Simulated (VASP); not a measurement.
Wanted: the native input for a VASP 6.6.1 run.

| Property | Result |
| --- | --- |
| Task | single point |
| Functional | LDA |
| Potentials or basis | VASP PAW LDA potentials, release 64 (In_d, P) |
| Cutoff | 520 eV |
| k mesh | 10 × 10 × 10 |
| Occupations | gaussian, width 0.02 eV |
| Spin | no spin polarisation |
| Dipole correction | no |
| Further INCAR settings | ALGO = Normal; EDIFF = 1e-07; NBANDS = 16 |

The structure of InP lies in POSCAR:

```
InP
1.0
    0.0000000000      2.9390910317      2.9390910317
    2.9390910317      0.0000000000      2.9390910317
    2.9390910317      2.9390910317      0.0000000000
In P
1 1
Direct
    0.0000000000      0.0000000000      0.0000000000
    0.2500000000      0.2500000000      0.2500000000
```

One way to write it, as run:

INCAR

```
PREC = Accurate
ENCUT = 520
EDIFF = 1E-7
ISMEAR = 0
SIGMA = 0.02
LREAL = F
LASPH = T
NELM = 80
ALGO = Normal
ISIF = 2
LWAVE = F
LCHARG = F
GGA = CA
NBANDS = 16
```

KPOINTS

```
Automatic mesh
0
Gamma
  10 10 10
```

Potentials or basis: VASP PAW LDA potentials, release 64 (In_d, P).

Launch:

```console
$ cat potpaw_LDA.64/In_d/POTCAR potpaw_LDA.64/P/POTCAR > POTCAR
$ mpirun -np 1 vasp_std > vasp.out
```

It gave:

```json
{
  "Pressure": "-1.7 GPa",
  "Band gap on the k mesh": "0.46 eV, direct"
}
```

Caveat: spin-orbit coupling is left out, which moves the levels of the heavy elements.

Wall time 13 s on 1 thread of Intel(R) Xeon(R) 6975P-C (Granite Rapids), on a shared host, peak memory 0.17 GiB.
